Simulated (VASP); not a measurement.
Runs of VASP 6.6.1 on Sr2TeO. The structure is that of space group R-3m (No. 166), or close to it. The cells are those of the table. 

```csv
level,cell,k mesh,gap on the mesh (eV),pressure (GPa),largest force (eV/Å)
PBE,"a = 7.430 Å, angles 32.3°, 4 atoms",8 × 8 × 8,1.06,0.8,0.06
PBE,"a = 7.335 Å, angles 32.2°, 4 atoms",6 × 6 × 6,0.94,(b),0.16
r2SCAN,"a = 7.504 Å, angles 32.3°, 4 atoms",6 × 6 × 6,(a),(c),0.08
r2SCAN,"a = 7.355 Å, angles 32.3°, 4 atoms",6 × 6 × 6,1.32,(d),0.08
PBE,"a = 7.562 Å, angles 32.2°, 4 atoms",6 × 6 × 6,1.02,-1.2,0.07
```

Alike in all rows: task single point; potentials or basis VASP PAW PBE potentials, release 64 (O, Te, Sr_sv); no spin polarisation; cutoff (eV) 520; smearing gaussian 0.01 eV.

Q: Estimate the missing entries.

A: (a) 1.46; (b) 3.7; (c) -1.3; (d) 1.9.

Caveats: spin-orbit coupling is left out, which moves the levels of the heavy elements; the PAW data sets were made with another functional, which shifts forces and pressure a little (some runs).

A k mesh can miss the band edges, and the runs leave out spin-orbit coupling on Sr, Te.
